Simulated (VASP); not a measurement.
As, 1 atom in the cell. It takes space group Pm-3m (No. 221, cubic). The conventional cell has a = 2.704 Å, b = 2.704 Å, c = 2.704 Å, α = 90.00°, β = 90.00°, γ = 90.00°. Within 3.6 Å of As (site symmetry m-3m) lie 6 As at 2.70 Å. 

| Property | Result |
| --- | --- |
| Program | VASP 6.6.1 |
| Task | relaxation of cell and atoms |
| Functional | PBEsol |
| Dispersion | D3(BJ) |
| Potentials or basis | VASP PAW PBE potentials, release 64 (As) |
| Cutoff | 600 eV |
| k mesh | 10 × 10 × 10 |
| Occupations | fermi-dirac, width 0.05 eV |
| Spin | no spin polarisation |
| Dipole correction | no |
| Further INCAR settings | ALGO = Normal; EDIFF = 1e-06; IBRION = 2; EDIFFG = -0.01; NSW = 60; ISIF = 3 |

Potentials or basis: VASP PAW PBE potentials, release 64 (As).

The run is started by

```sh
$ cat potpaw_PBE.64/As/POTCAR > POTCAR
$ mpirun -np 1 vasp_std > vasp.out
```

Hardware: 1 thread of Intel(R) Xeon(R) Platinum 8488C (Sapphire Rapids), with other jobs on the host.

Q: How long does it take, and how much memory?

A: It took 11 s on 1 thread of Intel(R) Xeon(R) Platinum 8488C (Sapphire Rapids), on a shared host, peak memory 0.15 GiB. Counts: scf iterations 21, k points 56, ion steps 3.
